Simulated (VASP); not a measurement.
Input of a VASP 6.6.1 run:

POSCAR

```
Cu3Au
1.0
    3.7400000000      0.0000000000      0.0000000000
    0.0000000000      3.7400000000      0.0000000000
    0.0000000000      0.0000000000      3.7400000000
Au Cu
1 3
Direct
    0.0000000000      0.0000000000      0.0000000000
    0.5000000000      0.5000000000      0.0000000000
    0.5000000000      0.0000000000      0.5000000000
    0.0000000000      0.5000000000      0.5000000000
```

Contents of INCAR.step1:

```
PREC = Accurate ; ENCUT = 520
EDIFF = 1E-5 ; ISMEAR = -1
SIGMA = 0.05 ; LREAL = False
LASPH = True ; NELM = 120
ALGO = Normal ; ISIF = 2
LWAVE = True ; LCHARG = False
GGA = PE ; NBANDS = 30
GGA_COMPAT = False
```

The input INCAR.step2:

```
PREC = Accurate ; ENCUT = 520
EDIFF = 1E-6 ; ISMEAR = -1
SIGMA = 0.05 ; LREAL = False
LASPH = True ; NELM = 120
ALGO = Normal ; ISIF = 2
LWAVE = False ; LCHARG = False
GGA = PE ; LHFCALC = True
AEXX = 0.25 ; HFSCREEN = 0.3
PRECFOCK = Normal ; ISTART = 1
NBANDS = 30 ; GGA_COMPAT = False
```

File KPOINTS:

```
regular mesh
0
Gamma
  4 4 4
```

Potentials or basis: VASP PAW PBE potentials, release 64 (Au, Cu).

The run is started by

```console
$ cat potpaw_PBE.64/Au/POTCAR potpaw_PBE.64/Cu/POTCAR > POTCAR
$ cp INCAR.step1 INCAR
$ mpirun -np 1 vasp_std > vasp.out
$ cp INCAR.step2 INCAR
$ mpirun -np 1 vasp_std > vasp.out
```

Q: Estimate the pressure.

A: 3.5 GPa.

Q: Predict the band gap on the k mesh.

A: Zero (bands 22 and 23 overlap by 2.67 eV).

Caveat: the k points lie up to 0.42 Å⁻¹ apart, too coarse for converged energies and pressures of a metal; the PAW data sets were made with another functional, which shifts forces and pressure a little; spin-orbit coupling is left out, which moves the levels of the heavy elements.
